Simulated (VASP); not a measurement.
Set up this calculation in VASP 6.6.1, as the native input.

```yaml
Task: single point
Functional: PBE
Potentials_or_basis: VASP PAW PBE potentials, release 64 (Sc_sv, Os)
Cutoff: 520 eV
k_mesh: 12 × 12 × 12
Occupations: gaussian, width 0.1 eV
Spin: no spin polarisation
Dipole_correction: no
Further_INCAR_settings: ALGO = Fast; EDIFF = 1e-07; NBANDS = 26
```

The structure of ScOs3 lies in POSCAR:

```
ScOs3
1.0
    3.9481958302      0.0000000000      0.0000000000
    0.0000000000      3.9481958302      0.0000000000
    0.0000000000      0.0000000000      3.9481958302
Sc Os
1 3
Direct
    0.0000000000      0.0000000000      0.0000000000
    0.5000000000      0.5000000000      0.0000000000
    0.5000000000      0.0000000000      0.5000000000
    0.0000000000      0.5000000000      0.5000000000
```

The cell was generated, and may not be a known phase.

These files were run (other wordings do the same):

INCAR

```
ALGO = Fast
EDIFF = 1E-7
ENCUT = 520
GGA = PE
ISIF = 2
ISMEAR = 0
LASPH = True
LCHARG = True
LELF = True
LREAL = False
LVHAR = True
LWAVE = False
NBANDS = 26
NELM = 80
PREC = Accurate
SIGMA = 0.1
```

KPOINTS

```
k-points
0
Gamma
  12 12 12
```

Potentials or basis: VASP PAW PBE potentials, release 64 (Sc_sv, Os).

Run with:

```sh
$ cat potpaw_PBE.64/Sc_sv/POTCAR potpaw_PBE.64/Os/POTCAR > POTCAR
$ mpirun -np 1 vasp_std > vasp.out
```

It gave:

The pressure is 0.2 GPa and the band gap on the k mesh is zero (an odd number of electrons rules out a gap without spin polarisation).

Caveat: spin-orbit coupling is left out, which moves the levels of the heavy elements.

Run time: 2.5 min on 1 thread of Oxide Virtual Turin-like Processor, with other jobs on the host, peak memory 0.22 GiB.
